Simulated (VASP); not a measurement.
# Zn5S4 in VASP: a series of runs

Zn5S4 is run at these levels: PBE; tasks: single point.

All numbers are computed with VASP 6.6.1; they aren't measurements. Logs are shortened: lines on timing, memory, paths and dates and some standing lists are left out, and cuts for length are marked.

## Step 1: The cell of the first run

The cell holds a slab with vacuum, 9 atoms: a = 3.849 Å, b = 3.849 Å, c = 25.886 Å, α = 90.00°, β = 90.00°, γ = 90.00°.

## Step 2: Single point, PBE

INCAR

```
SYSTEM = Zn5S4
PREC = Accurate
ENCUT = 520
EDIFF = 1E-6
ISMEAR = 0
SIGMA = 0.05
LREAL = .FALSE.
LASPH = .TRUE.
NELM = 80
ALGO = Normal
ISIF = 2
LWAVE = .FALSE.
LCHARG = .TRUE.
LDIPOL = .TRUE.
IDIPOL = 3
DIPOL = 0.5 0.5 0.500
GGA = PE
LELF = .TRUE.
LVHAR = .TRUE.
LVACPOTAV = .TRUE.
NBANDS = 52
```

KPOINTS

```
regular mesh
0
G
  7 7 1
  0 0 0
```

POSCAR

```
Zn5S4
1.0
    3.8488726992      0.0000000000      0.0000000000
    0.0000000000      3.8488726992      0.0000000000
    0.0000000000      0.0000000000     25.8862559420
Zn S
5 4
Direct
    0.5000000000      0.5000000000      0.2897290368
    0.0000000000      0.0000000000      0.3948645184
    0.5000000000      0.5000000000      0.5000000000
    0.0000000000      0.0000000000      0.6051354816
    0.5000000000      0.5000000000      0.7102709632
    0.5000000000      0.0000000000      0.3422967776
    0.0000000000      0.5000000000      0.4474322592
    0.5000000000      0.0000000000      0.5525677408
    0.0000000000      0.5000000000      0.6577032224
```

Potentials or basis: VASP PAW PBE potentials, release 64 (Zn, S).

Run with:

```bash
> cat potpaw_PBE.64/Zn/POTCAR potpaw_PBE.64/S/POTCAR > POTCAR
> mpirun -np 1 vasp_std > vasp.out
```

OUTCAR:

```text
SYSTEM = Zn5S4
   PREC = Accurate
   ENCUT = 520
   EDIFF = 1E-6
   ISMEAR = 0
   LREAL = .FALSE.
   LASPH = .TRUE.
   NELM = 80
   ISIF = 2
   GGA = PE

 ion  position               nearest neighbor table
   1  0.500  0.500  0.290-   6 2.36   6 2.36
   2  0.000  0.000  0.395-   6 2.36   7 2.36   7 2.36   6 2.36
   3  0.500  0.500  0.500-   7 2.36   8 2.36   8 2.36   7 2.36
   4  0.000  0.000  0.605-   8 2.36   9 2.36   9 2.36   8 2.36
   5  0.500  0.500  0.710-   9 2.36   9 2.36
   6  0.500  0.000  0.342-   1 2.36   2 2.36   1 2.36   2 2.36
   7  0.000  0.500  0.447-   2 2.36   3 2.36   2 2.36   3 2.36
   8  0.500  0.000  0.553-   3 2.36   4 2.36   3 2.36   4 2.36
   9  0.000  0.500  0.658-   4 2.36   5 2.36   4 2.36   5 2.36

  LATTYP: Found a simple tetragonal cell.
 ALAT       =     3.8488726992
 C/A-ratio  =     6.7256721552

  Lattice vectors:

 A1 = (   3.8488726992,   0.0000000000,   0.0000000000)
 A2 = (   0.0000000000,   3.8488726992,   0.0000000000)
 A3 = (   0.0000000000,   0.0000000000,  25.8862559420)

Analysis of symmetry for initial positions (statically):
=====================================================================
 Subroutine PRICEL returns:
 Original cell was already a primitive cell.

 Routine SETGRP: Setting up the symmetry group for a
 simple tetragonal supercell.

 Subroutine GETGRP returns: Found  8 space group operations
 (whereof  8 operations were pure point group operations)
 out of a pool of 16 trial point group operations.

The static configuration has the point symmetry D_2d.

Analysis of symmetry for dynamics (positions and initial velocities):
=====================================================================
 Subroutine PRICEL returns:
 Original cell was already a primitive cell.

 Routine SETGRP: Setting up the symmetry group for a
 simple tetragonal supercell.

 Subroutine GETGRP returns: Found  8 space group operations
 (whereof  8 operations were pure point group operations)
 out of a pool of 16 trial point group operations.

The dynamic configuration has the point symmetry D_2d.

 Subroutine INISYM returns: Found  8 space group operations
 (whereof  8 operations are pure point group operations),
 and found     1 'primitive' translations

----------------------------------------------------------------------------------------

                                     Primitive cell

  volume of cell :     383.4744

  direct lattice vectors                    reciprocal lattice vectors
     3.848872699  0.000000000  0.000000000     0.259816335  0.000000000  0.000000000
     0.000000000  3.848872699  0.000000000     0.000000000  0.259816335  0.000000000
     0.000000000  0.000000000 25.886255942     0.000000000  0.000000000  0.038630538

  length of vectors
     3.848872699  3.848872699 25.886255942     0.259816335  0.259816335  0.038630538

  position of ions in fractional coordinates (direct lattice)
     0.500000000  0.500000000  0.289729037
     0.000000000  0.000000000  0.394864518
     0.500000000  0.500000000  0.500000000
     0.000000000  0.000000000  0.605135482
     0.500000000  0.500000000  0.710270963
     0.500000000  0.000000000  0.342296778
     0.000000000  0.500000000  0.447432259
     0.500000000  0.000000000  0.552567741
     0.000000000  0.500000000  0.657703222

  ion indices of the primitive-cell ions
   primitive index   ion index
                 1           1
                 2           2
                 3           3
                 4           4
                 5           5
                 6           6
                 7           7
                 8           8
                 9           9

----------------------------------------------------------------------------------------

 KPOINTS: regular mesh

Automatic generation of k-mesh.
 Grid dimensions read from file:
 generate k-points for:    7    7    1

 Generating k-lattice:

  Cartesian coordinates                     Fractional coordinates (reciprocal lattice)
     0.037116619  0.000000000  0.000000000     0.142857143  0.000000000  0.000000000
     0.000000000  0.037116619  0.000000000     0.000000000  0.142857143  0.000000000
     0.000000000  0.000000000  0.038630538     0.000000000  0.000000000  1.000000000

  Length of vectors
     0.037116619  0.037116619  0.038630538

  Shift w.r.t. Gamma in fractional coordinates (k-lattice)
     0.000000000  0.000000000  0.000000000

 Subroutine IBZKPT returns following result:
 ===========================================

 Found     10 irreducible k-points:

 Following reciprocal coordinates:
            Coordinates               Weight
  0.000000  0.000000  0.000000      1.000000
  0.142857  0.000000  0.000000      4.000000
  0.285714  0.000000  0.000000      4.000000
  0.428571  0.000000  0.000000      4.000000
  0.142857  0.142857  0.000000      4.000000
  0.285714  0.142857  0.000000      8.000000
  0.428571  0.142857  0.000000      8.000000
  0.285714  0.285714  0.000000      4.000000
  0.428571  0.285714  0.000000      8.000000
  0.428571  0.428571  0.000000      4.000000
   k-points           NKPTS =     10   k-points in BZ     NKDIM =     10   number of bands    NBANDS=     52
   number of dos      NEDOS =    301   number of ions     NIONS =      9
   total plane-waves  NPLWV = 176400
   dimension x,y,z NGX =    30 NGY =   30 NGZ =  196
   dimension x,y,z NGXF=    60 NGYF=   60 NGZF=  392
   ions per type =               5   4
   NGX,Y,Z   is equivalent  to a cutoff of  12.96, 12.96, 12.59 a.u.
   NGXF,Y,Z  is equivalent  to a cutoff of  25.92, 25.92, 25.17 a.u.
 SYSTEM =  Zn5S4
   PREC   = accura    normal or accurate (medium, high low for compatibility)
   ISTART =      0    job   : 0-new  1-cont  2-samecut
   ICHARG =      2    charge: 1-file 2-atom 10-const
   ISPIN  =      1    spin polarized calculation?
   LNONCOLLINEAR =      F non collinear calculations
   LSORBIT =      F    spin-orbit coupling
   LASPH  =      T    aspherical Exc in radial PAW
   ENCUT  =  520.0 eV  38.22 Ry    6.18 a.u.   7.16  7.16 48.13*2*pi/ulx,y,z
   NELM   =     80;   NELMIN=  2; NELMDL= -5     # of ELM steps
   EDIFF  = 0.1E-05   stopping-criterion for ELM
   LREAL  =      F    real-space projection
   EDIFFG = 0.1E-04   stopping-criterion for IOM
   NSW    =      0    number of steps for IOM
   IBRION =     -1    ionic relax: 0-MD 1-quasi-New 2-CG
   NFREE  =      0    steps in history (QN), initial steepest desc. (CG)
   ISIF   =      2    stress and relaxation
   ISYM   =      2    0-nonsym 1-usesym 2-fastsym
   POTIM  = 0.5000    time-step for ionic-motion
   TEBEG  =    0.0;   TEEND  =   0.0 temperature during run
   PSTRESS=    0.0 pullay stress
   NELECT =      84.0000    total number of electrons
   NUPDOWN=      -1.0000    fix difference up-down
   EMIN   =  10.00;   EMAX   =-10.00  energy-range for DOS
   EFERMI =   0.00;   METHOD = LEGACY
   ISMEAR =     0;   SIGMA  =   0.05  broadening in eV -4-tet -1-fermi 0-gaus
   EFERMI_NEDOS =   21; number of points for ismear=-14 and -15
   IALGO  =     38    algorithm
   IMIX   =      4    mixing-type and parameters
     AMIX     =   0.40;   BMIX     =  1.00
     AMIX_MAG =   1.60;   BMIX_MAG =  1.00
  volume/ion in A,a.u.               =      42.61       287.53
  Fermi-wavevector in a.u.,A,eV,Ry     =   0.986861  1.864896 13.250630  0.973894
  Thomas-Fermi vector in A             =   2.118272
   LORBIT       =      0    0 simple, 1 ext, 2 COOP (PROOUT), +10 PAW based schemes
   GGA     = PE    functional components
   LHFCALC =     F    Hartree Fock is set to
   AEXX    =    0.0000 exact exchange contribution
   IVDW    =     0    specifies the selected vdW correction
   LEPSILON=     F    determine dielectric tensor
   LRPA    =     F    only Hartree local field effects (RPA)
 non-spin polarized calculation
 Gauss-broadening in eV      SIGMA  =   0.05
  energy-cutoff  :      520.00
  volume of cell :      383.47
 maximum number of plane-waves:     10356
 NGX is ok and might be reduce to    30
   NGX = 15   NGY = 15   NGZ = 97

 dipolmoment           0.000000      0.000000     -0.000000 electrons x Angstroem

 number of electron      83.9999920 magnetization

 dipolmoment           0.000000      0.000000      0.000000 electrons x Angstroem

 Free energy of the ion-electron system (eV)
  ---------------------------------------------------
  ext. energy  EPLUGINS =         0.00000000
  ---------------------------------------------------
  free energy    TOTEN  =       -25.32201438 eV

  energy without entropy =      -25.31761261  energy(sigma->0) =      -25.31981349

 E-fermi :  -0.7207     XC(G=0):  -5.2633

 val. band max:       -0.8394762801   @ k =   0.4286   0.1429   0.0000
 cond. band min:      -0.7094540525   @ k =   0.2857   0.1429   0.0000
 fundamental gap:      0.1300222276
 Fermi energy:        -0.7206724691

 k-point     1 :       0.0000    0.0000    0.0000
  band No.  band energies     occupation
      1     -15.2057      2.00000
      2     -14.9846      2.00000
      3     -14.6105      2.00000
      4     -14.2397      2.00000
      5      -8.6032      2.00000
      6      -8.5732      2.00000
[... 44 lines left out ...]
     51       3.4815      0.00000
     52       3.5532      0.00000

 k-point     2 :       0.1429    0.0000    0.0000
  band No.  band energies     occupation
      1     -15.1138      2.00000
      2     -14.9113      2.00000
      3     -14.5662      2.00000
      4     -14.2263      2.00000
      5      -8.5670      2.00000
      6      -8.5476      2.00000
[... 44 lines left out ...]
     51       3.6284      0.00000
     52       3.7982      0.00000

 k-point     3 :       0.2857    0.0000    0.0000
  band No.  band energies     occupation
      1     -14.8706      2.00000
      2     -14.7277      2.00000
      3     -14.4717      2.00000
      4     -14.2239      2.00000
      5      -8.5213      2.00000
      6      -8.5045      2.00000
[... 44 lines left out ...]
     51       4.0684      0.00000
     52       4.2835      0.00000

 k-point     4 :       0.4286    0.0000    0.0000
  band No.  band energies     occupation
      1     -14.5783      2.00000
      2     -14.5386      2.00000
      3     -14.4181      2.00000
      4     -14.3132      2.00000
      5      -8.4781      2.00000
      6      -8.4747      2.00000
[... 44 lines left out ...]
     51       4.4146      0.00000
     52       4.6307      0.00000

 k-point     5 :       0.1429    0.1429    0.0000
  band No.  band energies     occupation
      1     -15.0248      2.00000
      2     -14.8399      2.00000
      3     -14.5215      2.00000
      4     -14.2093      2.00000
      5      -8.5630      2.00000
      6      -8.5203      2.00000
[... 44 lines left out ...]
     51       3.4085      0.00000
     52       3.5880      0.00000

 k-point     6 :       0.2857    0.1429    0.0000
  band No.  band energies     occupation
      1     -14.7906      2.00000
      2     -14.6620      2.00000
      3     -14.4252      2.00000
      4     -14.1956      2.00000
      5      -8.5493      2.00000
      6      -8.4801      2.00000
[... 44 lines left out ...]
     51       3.7803      0.00000
     52       4.0227      0.00000

 k-point     7 :       0.4286    0.1429    0.0000
  band No.  band energies     occupation
      1     -14.5149      2.00000
      2     -14.4813      2.00000
      3     -14.3658      2.00000
      4     -14.2667      2.00000
      5      -8.4922      2.00000
      6      -8.4731      2.00000
[... 44 lines left out ...]
     51       3.7866      0.00000
     52       4.1353      0.00000

 k-point     8 :       0.2857    0.2857    0.0000
  band No.  band energies     occupation
      1     -14.5850      2.00000
      2     -14.5007      2.00000
      3     -14.3213      2.00000
      4     -14.1472      2.00000
      5      -8.5576      2.00000
      6      -8.4571      2.00000
[... 44 lines left out ...]
     51       3.8130      0.00000
     52       3.8892      0.00000

 k-point     9 :       0.4286    0.2857    0.0000
  band No.  band energies     occupation
      1     -14.3621      2.00000
      2     -14.3450      2.00000
      3     -14.2419      2.00000
      4     -14.1631      2.00000
      5      -8.5212      2.00000
      6      -8.4713      2.00000
[... 44 lines left out ...]
     51       3.9842      0.00000
     52       4.0718      0.00000

 k-point    10 :       0.4286    0.4286    0.0000
  band No.  band energies     occupation
      1     -14.2277      2.00000
      2     -14.2257      2.00000
      3     -14.1258      2.00000
      4     -14.0923      2.00000
      5      -8.5394      2.00000
      6      -8.4983      2.00000
[... 44 lines left out ...]
     51       3.9608      0.00000
     52       4.0563      0.00000

------------------------ aborting loop because EDIFF is reached ----------------------------------------

  FORCE on cell =-STRESS in cart. coord.  units (eV):
  Direction    XX          YY          ZZ          XY          YZ          ZX
  --------------------------------------------------------------------------------------
  -------------------------------------------------------------------------------------
  Total        0.5047967      0.5047967      1.4783270      0.0000000      0.0000000      0.0000000
  in kB        2.1090688      2.1090688      6.1765331      0.0000000      0.0000000      0.0000000
  external PRESSURE =       3.4648902 kB  Pullay stress =       0.0000000 kB

 VOLUME and BASIS-vectors are now :
 -----------------------------------------------------------------------------
  energy-cutoff  :      520.00
  volume of cell :      383.47
      direct lattice vectors                 reciprocal lattice vectors
     3.848872699  0.000000000  0.000000000     0.259816335  0.000000000  0.000000000
     0.000000000  3.848872699  0.000000000     0.000000000  0.259816335  0.000000000
     0.000000000  0.000000000 25.886255942     0.000000000  0.000000000  0.038630538

 POSITION                                       TOTAL-FORCE (eV/Angst)
 -----------------------------------------------------------------------------------
      1.92444      1.92444      7.50000        -0.000000      0.000000     -0.274504
      0.00000      0.00000     10.22156         0.000000      0.000000      0.117887
      1.92444      1.92444     12.94313         0.000000     -0.000000      0.000000
      0.00000      0.00000     15.66469         0.000000      0.000000     -0.117887
      1.92444      1.92444     18.38626         0.000000      0.000000      0.274504
      1.92444      0.00000      8.86078         0.000000      0.000000      0.091764
      0.00000      1.92444     11.58235         0.000000      0.000000      0.028541
      1.92444      0.00000     14.30391         0.000000      0.000000     -0.028541
      0.00000      1.92444     17.02547         0.000000      0.000000     -0.091764
 -----------------------------------------------------------------------------------
    total drift:                                0.000000      0.000000      0.000000

  FREE ENERGIE OF THE ION-ELECTRON SYSTEM (eV)
  ---------------------------------------------------
  free  energy   TOTEN  =       -25.3220143762 eV

  energy  without entropy=      -25.3176126086  energy(sigma->0) =      -25.31981349

 vacuum level on the upper side and lower side of the slab         3.750         3.750
```

Run time: 4.4 min. Hardware: 1 thread of AMD EPYC 7R13 (Zen 3), shared host; peak memory 0.48 GiB.

What came out:

| Item | Value |
| --- | --- |
| Free energy | -25.3220 eV |
| Largest force | 0.275 eV/Å |
| Band gap on the k mesh | zero (band 42 reaches -0.13 eV, above the bottom of band 43 at -1.11 eV) |

Forces on the atoms (eV/Å):
```
Zn   0.000  0.000 -0.275
Zn   0.000  0.000  0.118
Zn   0.000  0.000  0.000
Zn   0.000  0.000 -0.118
Zn   0.000  0.000  0.275
S    0.000  0.000  0.092
S    0.000  0.000  0.029
S    0.000  0.000 -0.029
S    0.000  0.000 -0.092
```

## Step 3: Single point, PBE

INCAR

```
PREC = Accurate ; ENCUT = 520
EDIFF = 1E-7 ; ISMEAR = 0
SIGMA = 0.05 ; LREAL = F
LASPH = T ; NELM = 100
ALGO = Normal ; ISIF = 2
LWAVE = F ; LCHARG = F
LDIPOL = T ; IDIPOL = 3
DIPOL = 0.5 0.5 0.500 ; GGA = PE
NBANDS = 52
```

KPOINTS

```
regular mesh
0
Gamma
  7 7 1
```

POSCAR

```
Zn5S4
1.0
    3.8488726992      0.0000000000      0.0000000000
    0.0000000000      3.8488726992      0.0000000000
    0.0000000000      0.0000000000     25.8862559420
Zn S
5 4
Direct
    0.5000000000      0.5000000000      0.2863565602
    0.0000000000      0.0000000000      0.3945957601
    0.5000000000      0.5000000000      0.4999999983
    0.0000000000      0.0000000000      0.6054042414
    0.5000000000      0.5000000000      0.7136434397
    0.5000000000      0.0000000000      0.3409858109
    0.0000000000      0.5000000000      0.4473314373
    0.5000000000      0.0000000000      0.5526685597
    0.0000000000      0.5000000000      0.6590141924
```

Potentials or basis: VASP PAW PBE potentials, release 64 (Zn, S).

Run with:

```bash
> cat potpaw_PBE.64/Zn/POTCAR potpaw_PBE.64/S/POTCAR > POTCAR
> mpirun -np 1 vasp_std > vasp.out
```

Run time: 5.3 min. Hardware: 1 thread of AMD EPYC 7R13 (Zen 3), shared host; peak memory 0.47 GiB.

It converged, with:

- Free energy: -25.3433 eV
- Largest force: 0.020 eV/Å
- Band gap on the k mesh: zero (band 42 reaches -0.16 eV, above the bottom of band 43 at -1.18 eV)

Forces on the atoms (eV/Å):
```
Zn   0.000  0.000 -0.020
Zn   0.000  0.000 -0.004
Zn   0.000  0.000  0.000
Zn   0.000  0.000  0.004
Zn   0.000  0.000  0.020
S    0.000  0.000  0.007
S    0.000  0.000  0.002
S    0.000  0.000 -0.002
S    0.000  0.000 -0.007
```

Levels at points of the mesh, in eV from the Fermi level:
```tsv
k point	band 40	band 41	band 42	band 43	band 44	band 45
(0.00, 0.00, 0.00)	-1.71	-1.71	-0.91	-0.37	1.62	2.13
```
